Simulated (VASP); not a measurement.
# Cs3GeO (Pm-3m) in VASP: notebook

Aim: see how the results for Cs3GeO move with the level of theory and the settings. Levels: PBE, PBEsol. Tasks: single point.

Program: VASP 6.6.1. These are calculated values, not measurements. Logs are shortened: lines on timing, memory, paths and dates and some standing lists are left out, and cuts for length are marked.

**1. The cell of the first run**

The structure is cubic, space group Pm-3m (No. 221). The conventional cell has a = 5.338 Å, b = 5.338 Å, c = 5.338 Å, α = 90.00°, β = 90.00°, γ = 90.00°. Within 3.5 Å of Cs (site symmetry 4/mmm) lie 2 O at 2.67 Å. Within 3.5 Å of O (site symmetry m-3m) lie 6 Cs at 2.67 Å. Within 5.0 Å of Ge (site symmetry m-3m) lie 12 Cs at 3.77 Å and 8 O at 4.62 Å.

**2. Single point, PBE**

Input file INCAR:

```
SYSTEM = Cs3GeO
PREC = Accurate ; ENCUT = 520
EDIFF = 1E-7 ; ISMEAR = -1
SIGMA = 0.1 ; LREAL = .FALSE.
LASPH = .TRUE. ; NELM = 100
ALGO = Normal ; ISIF = 2
LWAVE = .FALSE. ; LCHARG = .FALSE.
GGA = PE ; NBANDS = 32
```

Input file KPOINTS:

```
Automatic mesh
0
G
  4 4 4
  0 0 0
```

Input file POSCAR:

```
Cs3GeO
1.0
    5.3376710000      0.0000000000      0.0000000000
    0.0000000000      5.3376710000      0.0000000000
    0.0000000000      0.0000000000      5.3376710000
Cs O Ge
3 1 1
Direct
    0.5000000000      0.0000000000      0.5000000000
    0.0000000000      0.5000000000      0.5000000000
    0.5000000000      0.5000000000      0.0000000000
    0.5000000000      0.5000000000      0.5000000000
    0.0000000000      0.0000000000      0.0000000000
```

Potentials or basis: VASP PAW PBE potentials, release 64 (Cs_sv, O, Ge_d).

Started as:

```bash
> cat potpaw_PBE.64/Cs_sv/POTCAR potpaw_PBE.64/O/POTCAR potpaw_PBE.64/Ge_d/POTCAR > POTCAR
> mpirun -np 1 vasp_std > vasp.out
```

OUTCAR:

```text
SYSTEM = Cs3GeO
   PREC = Accurate
   ENCUT = 520
   EDIFF = 1E-7
   ISMEAR = -1
   LREAL = .FALSE.
   LASPH = .TRUE.
   NELM = 100
   ISIF = 2
   GGA = PE

 ion  position               nearest neighbor table
   1  0.500  0.000  0.500-
   2  0.000  0.500  0.500-
   3  0.500  0.500  0.000-
   4  0.500  0.500  0.500-
   5  0.000  0.000  0.000-

  LATTYP: Found a simple cubic cell.
 ALAT       =     5.3376710000

  Lattice vectors:

 A1 = (   5.3376710000,   0.0000000000,   0.0000000000)
 A2 = (   0.0000000000,   5.3376710000,   0.0000000000)
 A3 = (   0.0000000000,   0.0000000000,   5.3376710000)

Analysis of symmetry for initial positions (statically):
=====================================================================
 Subroutine PRICEL returns:
 Original cell was already a primitive cell.

 Routine SETGRP: Setting up the symmetry group for a
 simple cubic supercell.

 Subroutine GETGRP returns: Found 48 space group operations
 (whereof 48 operations were pure point group operations)
 out of a pool of 48 trial point group operations.

The static configuration has the point symmetry O_h .

Analysis of symmetry for dynamics (positions and initial velocities):
=====================================================================
 Subroutine PRICEL returns:
 Original cell was already a primitive cell.

 Routine SETGRP: Setting up the symmetry group for a
 simple cubic supercell.

 Subroutine GETGRP returns: Found 48 space group operations
 (whereof 48 operations were pure point group operations)
 out of a pool of 48 trial point group operations.

The dynamic configuration has the point symmetry O_h .

 Subroutine INISYM returns: Found 48 space group operations
 (whereof 48 operations are pure point group operations),
 and found     1 'primitive' translations

----------------------------------------------------------------------------------------

                                     Primitive cell

  volume of cell :     152.0742

  direct lattice vectors                    reciprocal lattice vectors
     5.337671000  0.000000000  0.000000000     0.187347628  0.000000000  0.000000000
     0.000000000  5.337671000  0.000000000     0.000000000  0.187347628  0.000000000
     0.000000000  0.000000000  5.337671000     0.000000000  0.000000000  0.187347628

  length of vectors
     5.337671000  5.337671000  5.337671000     0.187347628  0.187347628  0.187347628

  position of ions in fractional coordinates (direct lattice)
     0.500000000  0.000000000  0.500000000
     0.000000000  0.500000000  0.500000000
     0.500000000  0.500000000  0.000000000
     0.500000000  0.500000000  0.500000000
     0.000000000  0.000000000  0.000000000

  ion indices of the primitive-cell ions
   primitive index   ion index
                 1           1
                 2           2
                 3           3
                 4           4
                 5           5

----------------------------------------------------------------------------------------

 KPOINTS: Automatic mesh

Automatic generation of k-mesh.
 Grid dimensions read from file:
 generate k-points for:    4    4    4

 Generating k-lattice:

  Cartesian coordinates                     Fractional coordinates (reciprocal lattice)
     0.046836907  0.000000000  0.000000000     0.250000000  0.000000000  0.000000000
     0.000000000  0.046836907  0.000000000     0.000000000  0.250000000  0.000000000
     0.000000000  0.000000000  0.046836907     0.000000000  0.000000000  0.250000000

  Length of vectors
     0.046836907  0.046836907  0.046836907

  Shift w.r.t. Gamma in fractional coordinates (k-lattice)
     0.000000000  0.000000000  0.000000000

 Subroutine IBZKPT returns following result:
 ===========================================

 Found     10 irreducible k-points:

 Following reciprocal coordinates:
            Coordinates               Weight
  0.000000  0.000000  0.000000      1.000000
  0.250000  0.000000  0.000000      6.000000
  0.500000  0.000000  0.000000      3.000000
  0.250000  0.250000  0.000000     12.000000
  0.500000  0.250000  0.000000     12.000000
  0.500000  0.500000  0.000000      3.000000
  0.250000  0.250000  0.250000      8.000000
  0.500000  0.250000  0.250000     12.000000
  0.500000  0.500000  0.250000      6.000000
  0.500000  0.500000  0.500000      1.000000
   k-points           NKPTS =     10   k-points in BZ     NKDIM =     10   number of bands    NBANDS=     32
   number of dos      NEDOS =    301   number of ions     NIONS =      5
   total plane-waves  NPLWV =  64000
   dimension x,y,z NGX =    40 NGY =   40 NGZ =   40
   dimension x,y,z NGXF=    80 NGYF=   80 NGZF=   80
   ions per type =               3   1   1
   NGX,Y,Z   is equivalent  to a cutoff of  12.46, 12.46, 12.46 a.u.
   NGXF,Y,Z  is equivalent  to a cutoff of  24.92, 24.92, 24.92 a.u.
 SYSTEM =  Cs3GeO
   PREC   = accura    normal or accurate (medium, high low for compatibility)
   ISTART =      0    job   : 0-new  1-cont  2-samecut
   ICHARG =      2    charge: 1-file 2-atom 10-const
   ISPIN  =      1    spin polarized calculation?
   LNONCOLLINEAR =      F non collinear calculations
   LSORBIT =      F    spin-orbit coupling
   LASPH  =      T    aspherical Exc in radial PAW
   ENCUT  =  520.0 eV  38.22 Ry    6.18 a.u.   9.92  9.92  9.92*2*pi/ulx,y,z
   NELM   =    100;   NELMIN=  2; NELMDL= -5     # of ELM steps
   EDIFF  = 0.1E-06   stopping-criterion for ELM
   LREAL  =      F    real-space projection
   EDIFFG = 0.1E-05   stopping-criterion for IOM
   NSW    =      0    number of steps for IOM
   IBRION =     -1    ionic relax: 0-MD 1-quasi-New 2-CG
   NFREE  =      0    steps in history (QN), initial steepest desc. (CG)
   ISIF   =      2    stress and relaxation
   ISYM   =      2    0-nonsym 1-usesym 2-fastsym
   POTIM  = 0.5000    time-step for ionic-motion
   TEBEG  =    0.0;   TEEND  =   0.0 temperature during run
   PSTRESS=    0.0 pullay stress
   NELECT =      47.0000    total number of electrons
   NUPDOWN=      -1.0000    fix difference up-down
   EMIN   =  10.00;   EMAX   =-10.00  energy-range for DOS
   EFERMI =   0.00;   METHOD = LEGACY
   ISMEAR =    -1;   SIGMA  =   0.10  broadening in eV -4-tet -1-fermi 0-gaus
   EFERMI_NEDOS =   21; number of points for ismear=-14 and -15
   IALGO  =     38    algorithm
   IMIX   =      4    mixing-type and parameters
     AMIX     =   0.40;   BMIX     =  1.00
     AMIX_MAG =   1.60;   BMIX_MAG =  1.00
  volume/ion in A,a.u.               =      30.41       205.25
  Fermi-wavevector in a.u.,A,eV,Ry     =   1.106851  2.091644 16.668744  1.225118
  Thomas-Fermi vector in A             =   2.243357
   LORBIT       =      0    0 simple, 1 ext, 2 COOP (PROOUT), +10 PAW based schemes
   GGA     = PE    functional components
   LHFCALC =     F    Hartree Fock is set to
   AEXX    =    0.0000 exact exchange contribution
   IVDW    =     0    specifies the selected vdW correction
   LEPSILON=     F    determine dielectric tensor
   LRPA    =     F    only Hartree local field effects (RPA)
 non-spin polarized calculation
  energy-cutoff  :      520.00
  volume of cell :      152.07
 maximum number of plane-waves:      4130
 NGX is ok and might be reduce to    40
   NGX = 19   NGY = 19   NGZ = 19

 number of electron      46.9999976 magnetization

 Free energy of the ion-electron system (eV)
  ---------------------------------------------------
  ext. energy  EPLUGINS =         0.00000000
  ---------------------------------------------------
  free energy    TOTEN  =       -12.24740552 eV

  energy without entropy =      -11.99369681  energy(sigma->0) =      -12.12055116

 E-fermi :   2.8502     XC(G=0):  -9.1116

 val. band max:        2.8364367144   @ k =   0.5000   0.5000   0.2500
 cond. band min:       2.9056669477   @ k =   0.2500   0.2500   0.0000
 fundamental gap:      0.0692302333
 Fermi energy:         2.8501755128

 k-point     1 :       0.0000    0.0000    0.0000
  band No.  band energies     occupation
      1     -21.2290      2.00000
      2     -21.2290      2.00000
      3     -21.2290      2.00000
      4     -21.2282      2.00000
      5     -21.2282      2.00000
      6     -19.0314      2.00000
[... 24 lines left out ...]
     31       6.0023      0.00000
     32       9.0952      0.00000

 k-point     2 :       0.2500    0.0000    0.0000
  band No.  band energies     occupation
      1     -21.2291      2.00000
      2     -21.2291      2.00000
      3     -21.2290      2.00000
      4     -21.2282      2.00000
      5     -21.2281      2.00000
      6     -18.9521      2.00000
[... 24 lines left out ...]
     31       7.2751      0.00000
     32       8.1738      0.00000

 k-point     3 :       0.5000    0.0000    0.0000
  band No.  band energies     occupation
      1     -21.2291      2.00000
      2     -21.2291      2.00000
      3     -21.2290      2.00000
      4     -21.2281      2.00000
      5     -21.2281      2.00000
      6     -18.8304      2.00000
[... 24 lines left out ...]
     31       8.7953      0.00000
     32       8.8023      0.00000

 k-point     4 :       0.2500    0.2500    0.0000
  band No.  band energies     occupation
      1     -21.2292      2.00000
      2     -21.2291      2.00000
      3     -21.2291      2.00000
      4     -21.2281      2.00000
      5     -21.2281      2.00000
      6     -18.8777      2.00000
[... 164 lines left out ...]
     31       8.3244      0.00000
     32       9.3256      0.00000

 k-point     9 :       0.5000    0.5000    0.2500
  band No.  band energies     occupation
      1     -21.2294      2.00000
      2     -21.2292      2.00000
      3     -21.2292      2.00000
      4     -21.2280      2.00000
      5     -21.2279      2.00000
      6     -18.5888      2.00000
[... 24 lines left out ...]
     31       7.7595      0.00000
     32       8.3797      0.00000

 k-point    10 :       0.5000    0.5000    0.5000
  band No.  band energies     occupation
      1     -21.2294      2.00000
      2     -21.2294      2.00000
      3     -21.2294      2.00000
      4     -21.2279      2.00000
      5     -21.2279      2.00000
      6     -18.5647      2.00000
[... 24 lines left out ...]
     31       7.9376      0.00000
     32       7.9376      0.00000

------------------------ aborting loop because EDIFF is reached ----------------------------------------

  FORCE on cell =-STRESS in cart. coord.  units (eV):
  Direction    XX          YY          ZZ          XY          YZ          ZX
  --------------------------------------------------------------------------------------
  -------------------------------------------------------------------------------------
  Total        7.3654065      7.3654065      7.3654065      0.0000000      0.0000000      0.0000000
  in kB       77.5982451     77.5982451     77.5982451      0.0000000      0.0000000      0.0000000
  external PRESSURE =      77.5982451 kB  Pullay stress =       0.0000000 kB

 VOLUME and BASIS-vectors are now :
 -----------------------------------------------------------------------------
  energy-cutoff  :      520.00
  volume of cell :      152.07
      direct lattice vectors                 reciprocal lattice vectors
     5.337671000  0.000000000  0.000000000     0.187347628  0.000000000  0.000000000
     0.000000000  5.337671000  0.000000000     0.000000000  0.187347628  0.000000000
     0.000000000  0.000000000  5.337671000     0.000000000  0.000000000  0.187347628

 POSITION                                       TOTAL-FORCE (eV/Angst)
 -----------------------------------------------------------------------------------
      2.66884      0.00000      2.66884         0.000000      0.000000      0.000000
      0.00000      2.66884      2.66884         0.000000      0.000000      0.000000
      2.66884      2.66884      0.00000         0.000000      0.000000      0.000000
      2.66884      2.66884      2.66884         0.000000      0.000000      0.000000
      0.00000      0.00000      0.00000         0.000000      0.000000      0.000000
 -----------------------------------------------------------------------------------
    total drift:                                0.000000      0.000000     -0.000000

  FREE ENERGIE OF THE ION-ELECTRON SYSTEM (eV)
  ---------------------------------------------------
  free  energy   TOTEN  =       -12.2474055222 eV

  energy  without entropy=      -11.9936968075  energy(sigma->0) =      -12.12055116
```

Wall time 29 s (1 thread of Intel Xeon 6975P-C (Granite Rapids), shared host); peak memory 0.26 GiB.

Results:

```yaml
Free_energy: -12.2474 eV
Pressure: 7.8 GPa
```

Caveat: spin-orbit coupling is left out, which moves the levels of the heavy elements; an odd number of electrons without spin polarisation forces a metal; a magnetic or distorted state may lie lower.

**3. Single point, PBEsol**

Input file INCAR:

```
ALGO = Normal
EDIFF = 1E-6
ENCUT = 520
GGA = PS
ISIF = 2
ISMEAR = -1
LASPH = True
LCHARG = True
LELF = True
LREAL = False
LVHAR = True
LWAVE = False
NBANDS = 32
NELM = 60
PREC = Accurate
SIGMA = 0.1
```

Input file KPOINTS:

```
k-points
0
Gamma
  4 4 4
```

POSCAR is that of step 2.

Potentials or basis: VASP PAW PBE potentials, release 64 (Cs_sv, O, Ge_d).

Started as:

```bash
> cat potpaw_PBE.64/Cs_sv/POTCAR potpaw_PBE.64/O/POTCAR potpaw_PBE.64/Ge_d/POTCAR > POTCAR
> mpirun -np 1 vasp_std > vasp.out
```

Run time: 27 s. Hardware: 1 thread of Intel Xeon 6975P-C (Granite Rapids), shared host; peak memory 0.26 GiB.

The run converged. Its results:

```
Free energy : -13.7859 eV
Pressure    : 5.3 GPa
```

Levels at points of the mesh, in eV from the Fermi level:
```
           k point  band 21  band 22  band 23  band 24  band 25  band 26
(0.00, 0.00, 0.00)    -0.07    -0.07     0.78     0.78     0.78     1.70
(0.50, 0.00, 0.00)    -1.08    -0.09    -0.09     0.07     0.07     3.23
(0.50, 0.50, 0.00)    -1.94    -0.54    -0.16    -0.16    -0.14     4.43
(0.50, 0.50, 0.50)    -2.13    -2.13     0.60     0.60     0.60     3.37
```

Caveat: the PAW data sets were made with another functional, which shifts forces and pressure a little; spin-orbit coupling is left out, which moves the levels of the heavy elements; an odd number of electrons without spin polarisation forces a metal; a magnetic or distorted state may lie lower.

**4. Single point, PBE**

Input file INCAR:

```
  PREC = Accurate
  ENCUT = 520
  EDIFF = 1E-7
  ISMEAR = -1
  SIGMA = 0.1
  LREAL = F
  LASPH = T
  NELM = 100
  ALGO = Normal
  ISIF = 2
  LWAVE = F
  LCHARG = F
  GGA = PE
  NBANDS = 32
```

Input file KPOINTS:

```
regular mesh
0
Gamma
  4 4 4
```

POSCAR is that of step 3.

Started as:

```bash
> cat potpaw_PBE.64/Cs_sv/POTCAR potpaw_PBE.64/O/POTCAR potpaw_PBE.64/Ge_d/POTCAR > POTCAR
> mpirun -np 1 vasp_std > vasp.out
```

It took 34 s on 1 thread of Intel Xeon 6975P-C (Granite Rapids), shared host; peak memory 0.26 GiB.

Results (log left out):

```
Free energy : -12.2474 eV
Pressure    : 7.8 GPa
```

Levels at points of the mesh, in eV from the Fermi level:
| k point | band 21 | band 22 | band 23 | band 24 | band 25 | band 26 |
| --- | --- | --- | --- | --- | --- | --- |
| (0.00, 0.00, 0.00) | -0.07 | -0.07 | 0.76 | 0.76 | 0.76 | 1.77 |
| (0.50, 0.00, 0.00) | -1.05 | -0.09 | -0.09 | 0.06 | 0.06 | 3.32 |
| (0.50, 0.50, 0.00) | -1.90 | -0.53 | -0.16 | -0.16 | -0.14 | 4.48 |
| (0.50, 0.50, 0.50) | -2.08 | -2.08 | 0.59 | 0.59 | 0.59 | 3.45 |

Caveat: spin-orbit coupling is left out, which moves the levels of the heavy elements; an odd number of electrons without spin polarisation forces a metal; a magnetic or distorted state may lie lower.
